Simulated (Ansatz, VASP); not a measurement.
**One calculation of SnTe, two programs**

INCAR

```
PREC = Accurate ; ENCUT = 520
EDIFF = 1E-8 ; ISMEAR = -1
SIGMA = 0.08 ; LREAL = F
LASPH = T ; NELM = 60
ALGO = Normal ; ISIF = 2
LWAVE = F ; LCHARG = F
GGA = CA ; LEFG = T
NBANDS = 17
```

The input KPOINTS:

```
Automatic mesh
0
Gamma
  11 11 11
```

Contents of POSCAR:

```
SnTe
1.0
    0.0000000000      3.0618050000      3.1565000000
    3.0618050000      0.0000000000      3.1565000000
    3.0618050000      3.0618050000      0.0000000000
Sn Te
1 1
Direct
    0.0000000000      0.0000000000      0.0000000000
    0.5000000000      0.5000000000      0.5000000000
```

Input for Ansatz:

```yaml
crystal:
  lattice:
    - [0.0, 3.061805, 3.1565]
    - [3.061805, 0.0, 3.1565]
    - [3.061805, 3.061805, 0.0]
  atoms:
    - { symbol: Sn, position: [0.0, 0.0, 0.0] }
    - { symbol: Te, position: [0.5, 0.5, 0.5] }
kpoints:
  mp_grid: { grid: [11, 11, 11] }
scf:
  occupations: { method: fermi_dirac, width: 0.08 }
hamiltonian:
  xc: lda
  pseudopotentials: { kind: paw }
output:
  forces: true
  stress: true
  eigenvalues: true
  efg: { contact_densities: true }
```

Change from the starting cell: equal xx and yy strain of -3 %, PAW files.

Alike in both runs: task electric field gradients; functional LDA; k mesh 11 × 11 × 11; occupations fermi-dirac, width 0.08 eV; no spin polarisation.

```csv
,VASP,Ansatz
version,VASP 6.6.1,Ansatz 0.2.0
potentials or method,"VASP PAW LDA potentials, release 64 (Sn_d, Te)","PAW with Ansatz's default frozen-core files, scalar-relativistic"
plane-wave cutoff (eV),520,420
valence electrons in the cell,20,30
```

```csv
,VASP,Ansatz,Ansatz less VASP
pressure (GPa),1.5,1.4,-0.07
"traceless stress, the component that is largest in VASP (GPa)",-2.99,-2.97,+0.016
size of Vzz on the site where it differs most (V/Å²),13.3,11.6,-1.72
```

LDA's correlation is that of Perdew and Zunger in VASP and of Perdew and Wang (1992) in Ansatz. VASP's potentials hold 20 valence electrons a cell and Ansatz's 30, so a difference there can come from the potentials and not from the codes.

Neither program's run includes spin-orbit coupling.
